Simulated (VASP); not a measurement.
# HfO2 (Fm-3m) in VASP: further runs

Runs on HfO2. Level: PBEsol. Tasks: single point, relaxation of cell and atoms.

All numbers are computed with VASP 6.6.1; they aren't measurements. Logs are shortened: lines on timing, memory, paths and dates and some standing lists are left out, and cuts for length are marked.

## Step 1: The cell of the first run

It takes space group Fm-3m (No. 225, cubic). The conventional cell has a = 5.044 Å, b = 5.044 Å, c = 5.044 Å, α = 90.00°, β = 90.00°, γ = 90.00°. Hf (site symmetry m-3m) has 8 O at 2.18 Å within 2.9 Å. O (site symmetry -43m) has 4 Hf at 2.18 Å and 6 O at 2.52 Å within 2.9 Å.

## Step 2: Single point, PBEsol

The input, INCAR:

```
PREC = Accurate
ENCUT = 600
EDIFF = 1E-6
ISMEAR = -1
SIGMA = 0.02
LREAL = False
LASPH = True
NELM = 120
ALGO = Normal
ISIF = 2
LWAVE = False
LCHARG = False
GGA = PS
NBANDS = 18
GGA_COMPAT = False
```

The input, KPOINTS:

```
Automatic mesh
0
Gamma
  6 6 6
```

The input, POSCAR:

```
HfO2
1.0
    0.0000000000      2.5219241702      2.5219241702
    2.5219241702      0.0000000000      2.5219241702
    2.5219241702      2.5219241702      0.0000000000
Hf O
1 2
Direct
    0.0000000000      0.0000000000      0.0000000000
    0.2500000000      0.2500000000      0.2500000000
    0.7500000000      0.7500000000      0.7500000000
```

Potentials or basis: VASP PAW PBE potentials, release 64 (Hf_pv, O).

On the command line:

```console
> cat potpaw_PBE.64/Hf_pv/POTCAR potpaw_PBE.64/O/POTCAR > POTCAR
> mpirun -np 1 vasp_std > vasp.out
```

OUTCAR:

```text
PREC = Accurate
   ENCUT = 600
   EDIFF = 1E-6
   ISMEAR = -1
   LREAL = False
   LASPH = True
   NELM = 120
   ISIF = 2
   GGA = PS

 ion  position               nearest neighbor table
   1  0.000  0.000  0.000-   3 2.18   3 2.18   3 2.18   2 2.18   3 2.18   2 2.18   2 2.18   2 2.18

   2  0.250  0.250  0.250-   1 2.18   1 2.18   1 2.18   1 2.18
   3  0.750  0.750  0.750-   1 2.18   1 2.18   1 2.18   1 2.18

  LATTYP: Found a face centered cubic cell.
 ALAT       =     5.0438483404

  Lattice vectors:

 A1 = (   0.0000000000,   2.5219241702,   2.5219241702)
 A2 = (   2.5219241702,   0.0000000000,   2.5219241702)
 A3 = (   2.5219241702,   2.5219241702,   0.0000000000)

Analysis of symmetry for initial positions (statically):
=====================================================================
 Subroutine PRICEL returns:
 Original cell was already a primitive cell.

 Routine SETGRP: Setting up the symmetry group for a
 face centered cubic supercell.

 Subroutine GETGRP returns: Found 48 space group operations
 (whereof 48 operations were pure point group operations)
 out of a pool of 48 trial point group operations.

The static configuration has the point symmetry O_h .

Analysis of symmetry for dynamics (positions and initial velocities):
=====================================================================
 Subroutine PRICEL returns:
 Original cell was already a primitive cell.

 Routine SETGRP: Setting up the symmetry group for a
 face centered cubic supercell.

 Subroutine GETGRP returns: Found 48 space group operations
 (whereof 48 operations were pure point group operations)
 out of a pool of 48 trial point group operations.

The dynamic configuration has the point symmetry O_h .

 Subroutine INISYM returns: Found 48 space group operations
 (whereof 48 operations are pure point group operations),
 and found     1 'primitive' translations

----------------------------------------------------------------------------------------

                                     Primitive cell

  volume of cell :      32.0794

  direct lattice vectors                    reciprocal lattice vectors
     0.000000000  2.521924170  2.521924170    -0.198261314  0.198261314  0.198261314
[... 74 lines left out ...]
   LNONCOLLINEAR =      F non collinear calculations
   LSORBIT =      F    spin-orbit coupling
   LASPH  =      T    aspherical Exc in radial PAW
   ENCUT  =  600.0 eV  44.10 Ry    6.64 a.u.   7.12  7.12  7.12*2*pi/ulx,y,z
   NELM   =    120;   NELMIN=  2; NELMDL= -5     # of ELM steps
   EDIFF  = 0.1E-05   stopping-criterion for ELM
   LREAL  =      F    real-space projection
   EDIFFG = 0.1E-04   stopping-criterion for IOM
   NSW    =      0    number of steps for IOM
   IBRION =     -1    ionic relax: 0-MD 1-quasi-New 2-CG
   NFREE  =      0    steps in history (QN), initial steepest desc. (CG)
   ISIF   =      2    stress and relaxation
   ISYM   =      2    0-nonsym 1-usesym 2-fastsym
   POTIM  = 0.5000    time-step for ionic-motion
   TEBEG  =    0.0;   TEEND  =   0.0 temperature during run
   PSTRESS=    0.0 pullay stress
   NELECT =      22.0000    total number of electrons
   NUPDOWN=      -1.0000    fix difference up-down
   EMIN   =  10.00;   EMAX   =-10.00  energy-range for DOS
   EFERMI =   0.00;   METHOD = LEGACY
   ISMEAR =    -1;   SIGMA  =   0.02  broadening in eV -4-tet -1-fermi 0-gaus
   EFERMI_NEDOS =   21; number of points for ismear=-14 and -15
   IALGO  =     38    algorithm
   IMIX   =      4    mixing-type and parameters
     AMIX     =   0.40;   BMIX     =  1.00
     AMIX_MAG =   1.60;   BMIX_MAG =  1.00
  volume/ion in A,a.u.               =      10.69        72.16
  Fermi-wavevector in a.u.,A,eV,Ry     =   1.443689  2.728177 28.357786  2.084238
  Thomas-Fermi vector in A             =   2.562069
   LORBIT       =      0    0 simple, 1 ext, 2 COOP (PROOUT), +10 PAW based schemes
   GGA     = PS    functional components
   LHFCALC =     F    Hartree Fock is set to
   AEXX    =    0.0000 exact exchange contribution
   IVDW    =     0    specifies the selected vdW correction
   LEPSILON=     F    determine dielectric tensor
   LRPA    =     F    only Hartree local field effects (RPA)
 non-spin polarized calculation
  energy-cutoff  :      600.00
  volume of cell :       32.08
 maximum number of plane-waves:      1090
   NGX = 15   NGY = 15   NGZ = 15

 number of electron      21.9999993 magnetization

 Free energy of the ion-electron system (eV)
  ---------------------------------------------------
  ext. energy  EPLUGINS =         0.00000000
  ---------------------------------------------------
  free energy    TOTEN  =       -31.63708485 eV

  energy without entropy =      -31.63708485  energy(sigma->0) =      -31.63708485

 E-fermi :   4.7437     XC(G=0): -12.1876

 val. band max:        4.2632317585   @ k =   0.5000   0.5000   0.0000
 cond. band min:       7.9754660901   @ k =   0.5000   0.5000   0.0000
 fundamental gap:      3.7122343317
 Fermi energy:         4.7436625006

 k-point     1 :       0.0000    0.0000    0.0000
  band No.  band energies     occupation
      1     -25.2914      2.00000
      2     -25.2914      2.00000
      3     -25.2914      2.00000
      4     -14.5222      2.00000
      5     -11.3443      2.00000
      6      -1.2344      2.00000
[... 313 lines left out ...]
      5     -12.3380      2.00000
      6      -1.7777      2.00000
[... 10 lines left out ...]
     17      17.2870      0.00000
     18      17.8102      0.00000

------------------------ aborting loop because EDIFF is reached ----------------------------------------

  FORCE on cell =-STRESS in cart. coord.  units (eV):
  Direction    XX          YY          ZZ          XY          YZ          ZX
  --------------------------------------------------------------------------------------
  -------------------------------------------------------------------------------------
  Total       -0.7883501     -0.7883501     -0.7883501      0.0000000      0.0000000      0.0000000
  in kB      -39.3734655    -39.3734655    -39.3734655      0.0000000      0.0000000      0.0000000
  external PRESSURE =     -39.3734655 kB  Pullay stress =       0.0000000 kB

 VOLUME and BASIS-vectors are now :
 -----------------------------------------------------------------------------
  energy-cutoff  :      600.00
  volume of cell :       32.08
      direct lattice vectors                 reciprocal lattice vectors
     0.000000000  2.521924170  2.521924170    -0.198261314  0.198261314  0.198261314
     2.521924170  0.000000000  2.521924170     0.198261314 -0.198261314  0.198261314
     2.521924170  2.521924170  0.000000000     0.198261314  0.198261314 -0.198261314

 POSITION                                       TOTAL-FORCE (eV/Angst)
 -----------------------------------------------------------------------------------
      0.00000      0.00000      0.00000        -0.000000      0.000000     -0.000000
      1.26096      1.26096      1.26096        -0.000000     -0.000000     -0.000000
      3.78289      3.78289      3.78289         0.000000      0.000000      0.000000
 -----------------------------------------------------------------------------------
    total drift:                                0.000000      0.000000      0.000000

  FREE ENERGIE OF THE ION-ELECTRON SYSTEM (eV)
  ---------------------------------------------------
  free  energy   TOTEN  =       -31.6370848486 eV

  energy  without entropy=      -31.6370848486  energy(sigma->0) =      -31.63708485
```

OSZICAR:

```text
N       E                     dE             d eps       ncg     rms          rms(c)
DAV:   1     0.977014649955E+02    0.97701E+02   -0.13923E+04   576   0.137E+03
DAV:   2    -0.325750301083E+02   -0.13028E+03   -0.12549E+03   708   0.300E+02
DAV:   3    -0.368441674860E+02   -0.42691E+01   -0.42520E+01   702   0.486E+01
DAV:   4    -0.368668589060E+02   -0.22691E-01   -0.22686E-01   682   0.389E+00
DAV:   5    -0.368669855656E+02   -0.12666E-03   -0.12666E-03   670   0.279E-01    0.507E+01
DAV:   6    -0.318107502388E+02    0.50562E+01   -0.17930E+01   590   0.305E+01    0.430E+01
DAV:   7    -0.316858920851E+02    0.12486E+00   -0.62691E-01   668   0.665E+00    0.289E+01
DAV:   8    -0.316554803230E+02    0.30412E-01   -0.24718E-01   632   0.452E+00    0.828E+00
DAV:   9    -0.316372280266E+02    0.18252E-01   -0.55608E-02   604   0.198E+00    0.279E+00
DAV:  10    -0.316370689460E+02    0.15908E-03   -0.28239E-03   662   0.403E-01    0.184E-01
DAV:  11    -0.316370819499E+02   -0.13004E-04   -0.13310E-04   640   0.101E-01    0.166E-01
DAV:  12    -0.316370844775E+02   -0.25276E-05   -0.15608E-05   642   0.282E-02    0.479E-03
DAV:  13    -0.316370848486E+02   -0.37111E-06   -0.57838E-07   526   0.612E-03
   1 F= -.31637085E+02 E0= -.31637085E+02  d E =-.514632E-12
```

stdout:

```text
POSCAR found type information on POSCAR HfO
 POSCAR found :  2 types and       3 ions
 scaLAPACK will be used
 -----------------------------------------------------------------------------
|                                                                             |
|                                                                             |
|     You enforced a specific xc type in the INCAR file but a different       |
|     I HOPE YOU KNOW WHAT YOU ARE DOING!                                     |
|                                                                             |
 -----------------------------------------------------------------------------

 LDA part: xc-table for (Slater+PW92), standard interpolation
 POSCAR, INCAR and KPOINTS ok, starting setup
 FFT: planning ... GRIDC
 FFT: planning ... GRID_SOFT
 FFT: planning ... GRID
 WAVECAR not read
 entering main loop
```

Wall time 11 s (1 thread of Intel Xeon Platinum 8259CL at 2.50GHz (Skylake/Cascade Lake), shared host); peak memory 0.16 GiB.

Results:

```
Free energy            : -31.6371 eV
Pressure               : -3.9 GPa
Band gap on the k mesh : 3.71 eV, direct
```

Caveat: the PAW data sets were made with another functional, which shifts forces and pressure a little; spin-orbit coupling is left out, which moves the levels of the heavy elements.

(Continued in part 2 of 2.)
